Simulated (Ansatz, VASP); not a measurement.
ZnSe in VASP and in Ansatz

The input INCAR:

```
SYSTEM = ZnSe
PREC     = Accurate       ! precision mode
ENCUT    = 520            ! plane-wave cutoff, eV
EDIFF    = 1E-6           ! SCF threshold, eV
ISMEAR   = 0              ! smearing method
SIGMA    = 0.05           ! smearing width, eV
LREAL    = .False.        ! projectors in reciprocal space
LASPH    = .True.         ! aspherical terms in the spheres
NELM     = 100            ! most SCF steps
ALGO     = Normal         ! electronic algorithm
ISIF     = 2              ! what is computed and relaxed
LWAVE    = .False.        ! write WAVECAR
LCHARG   = .False.        ! write CHGCAR
GGA      = PE             ! functional
NBANDS   = 16             ! bands
```

KPOINTS

```
regular mesh
0
Gamma
  10 10 10
  0 0 0
```

File POSCAR:

```
ZnSe
1.0
    0.0000000000      2.8726240025      2.7577190424
    2.8726240025      0.0000000000      2.7577190424
    2.8726240025      2.8726240025      0.0000000000
Zn Se
1 1
Direct
    0.0000000000      0.0000000000      0.0000000000
    0.7500000000      0.7500000000      0.7500000000
```

Input for Ansatz:

```yaml
crystal:
  lattice:
    - [0.0, 2.8726240025, 2.7577190424]
    - [2.8726240025, 0.0, 2.7577190424]
    - [2.8726240025, 2.8726240025, 0.0]
  atoms:
    - { symbol: Zn, position: [0.0, 0.0, 0.0] }
    - { symbol: Se, position: [0.75, 0.75, 0.75] }
basis:
  ecutwfc: 420
kpoints:
  mp_grid: { grid: [10, 10, 10] }
hamiltonian:
  xc: pbe
scf:
  occupations: { method: gaussian, width: 0.05 }
output:
  forces: true
  stress: true
  eigenvalues: true
```

Alike in both runs: task single point; functional PBE; k mesh 10 × 10 × 10; occupations gaussian, width 0.05 eV; no spin polarisation.

|  | VASP | Ansatz |
| --- | --- | --- |
| version | VASP 6.6.1 | Ansatz 0.2.0 |
| potentials or method | VASP PAW PBE potentials, release 64 (Zn, Se), cutoff 520 eV | scalar-relativistic, plane waves, PAW |
| valence electrons in the cell | 18 | 28 |

Ansatz gave:

```
gap on the k mesh at the Fermi level (eV)                     : 1.19
least direct gap on the mesh (eV)                             : 1.19
pressure (GPa)                                                : 2.1
traceless stress, the component that is largest in VASP (GPa) : 0.85
```

Estimate VASP's values.

gap on the k mesh at the Fermi level (eV): 1.19; least direct gap on the mesh (eV): 1.19; pressure (GPa): 2.3; traceless stress, the component that is largest in VASP (GPa): 0.84.

With one functional, cell and mesh, what is left measures potentials, basis and numerics. VASP's potentials hold 18 valence electrons a cell and Ansatz's 28, so a difference there can come from the potentials and not from the codes.
